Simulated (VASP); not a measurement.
Here is a VASP 6.6.1 calculation.

INCAR

```
SYSTEM = CsI
  ALGO = Normal
  EDIFF = 1E-6
  ENCUT = 500
  GGA = PE
  GGA_COMPAT = .FALSE.
  ISIF = 2
  ISMEAR = 0
  LASPH = .TRUE.
  LCHARG = .FALSE.
  LREAL = .FALSE.
  LWAVE = .FALSE.
  NBANDS = 15
  NELM = 120
  PREC = Accurate
  SIGMA = 0.01
```

Contents of KPOINTS:

```
k-points
0
G
  5 5 5
  0 0 0
```

POSCAR

```
CsI
1.0
    4.6267950494      0.0000000000      0.0000000000
    0.0000000000      4.6267950494      0.0000000000
    0.0000000000      0.0000000000      4.6267950494
Cs I
1 1
Direct
    0.0000000000      0.0000000000      0.0000000000
    0.5000000000      0.5000000000      0.5000000000
```

Potentials or basis: VASP PAW PBE potentials, release 64 (Cs_sv, I).

Launch:

```console
$ cat potpaw_PBE.64/Cs_sv/POTCAR potpaw_PBE.64/I/POTCAR > POTCAR
$ mpirun -np 1 vasp_std > vasp.out
```

Question: What does it give for the band gap on the k mesh?

Answer: 3.79 eV (least direct gap 3.85 eV).

Question: What does it give for the pressure?

Answer: 0.3 GPa.

Caveat: spin-orbit coupling is left out, which moves the levels of the heavy elements; an odd mesh through Γ misses points on the zone boundary, where band edges can lie.
